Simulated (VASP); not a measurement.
A run of VASP 6.6.1:

File INCAR:

```
ALGO = Fast
EDIFF = 1E-8
ENCUT = 520
GGA = CA
IBRION = 8
ISIF = 2
ISMEAR = -1
LASPH = True
LCHARG = True
LREAL = False
LWAVE = False
NELM = 60
NSW = 1
PREC = Accurate
SIGMA = 0.15
```

File KPOINTS:

```
k-points
0
Gamma
  18 18 10
```

File POSCAR:

```
Cu
1.0
    2.4850514416      0.0000000000      0.0000000000
   -1.2425257208      2.1521176782      0.0000000000
    0.0000000000      0.0000000000      4.0768797417
Cu
2
Direct
    0.3333333333      0.6666666667      0.2500000000
    0.6666666667      0.3333333333      0.7500000000
```

Potentials or basis: VASP PAW LDA potentials, release 64 (Cu).

The run is started by

```sh
$ cat potpaw_LDA.64/Cu/POTCAR > POTCAR
$ mpirun -np 1 vasp_std > vasp.out
```

Hardware: 1 thread of Intel(R) Xeon(R) 6975P-C (Granite Rapids), on a shared host.

**Question.** Estimate the wall time of this run.

**Answer.** It took 5.2 min on 1 thread of Intel(R) Xeon(R) 6975P-C (Granite Rapids) (shared host), peak memory 0.65 GiB. Counts: scf iterations 52, k points 222.
